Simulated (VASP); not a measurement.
Set up this calculation in VASP 6.6.1, as the native input.

| Property | Result |
| --- | --- |
| Task | single point |
| Functional | PBE |
| Potentials or basis | VASP PAW PBE potentials, release 64 (Na_pv, Hf_pv, Nb_sv, Bi_d) |
| Cutoff | 500 eV |
| k mesh | 4 × 4 × 4 |
| Occupations | gaussian, width 0.1 eV |
| Spin | no spin polarisation |
| Dipole correction | no |
| Further INCAR settings | ALGO = Normal; EDIFF = 1e-06; NBANDS = 58 |

The structure of NaHf3NbBi3 lies in POSCAR:

```
NaHf3NbBi3
1.0
    5.9565335990      0.0000000000      0.0000000000
    0.0000000000      5.9565335990      0.0000000000
    0.0000000000      0.0000000000      5.9565335990
Na Hf Nb Bi
1 3 1 3
Direct
    0.5000000000      0.5000000000      0.5000000000
    0.5000000000      0.0000000000      0.0000000000
    0.0000000000      0.5000000000      0.0000000000
    0.0000000000      0.0000000000      0.5000000000
    0.0000000000      0.0000000000      0.0000000000
    0.0000000000      0.5000000000      0.5000000000
    0.5000000000      0.0000000000      0.5000000000
    0.5000000000      0.5000000000      0.0000000000
```

The cell was built from a structure type or drawn by symmetry, and may not be a known phase.

One way to write it, as run:

INCAR

```
SYSTEM = NaHf3NbBi3
PREC = Accurate
ENCUT = 500
EDIFF = 1E-6
ISMEAR = 0
SIGMA = 0.1
LREAL = .FALSE.
LASPH = .TRUE.
NELM = 120
ALGO = Normal
ISIF = 2
LWAVE = .FALSE.
LCHARG = .FALSE.
GGA = PE
NBANDS = 58
GGA_COMPAT = .FALSE.
```

KPOINTS

```
regular mesh
0
G
  4 4 4
  0 0 0
```

Potentials or basis: VASP PAW PBE potentials, release 64 (Na_pv, Hf_pv, Nb_sv, Bi_d).

Command:

```console
$ cat potpaw_PBE.64/Na_pv/POTCAR potpaw_PBE.64/Hf_pv/POTCAR potpaw_PBE.64/Nb_sv/POTCAR potpaw_PBE.64/Bi_d/POTCAR > POTCAR
$ mpirun -np 1 vasp_std > vasp.out
```

Results of the run:

```json
{"Pressure": "-0.1 GPa", "Band gap on the k mesh": "zero (an odd number of electrons rules out a gap without spin polarisation)"}
```

Caveat: spin-orbit coupling is left out, which moves the levels of the heavy elements.

Wall time 6.2 min on 1 thread of AMD EPYC 7R13, on a shared host, peak memory 0.35 GiB.
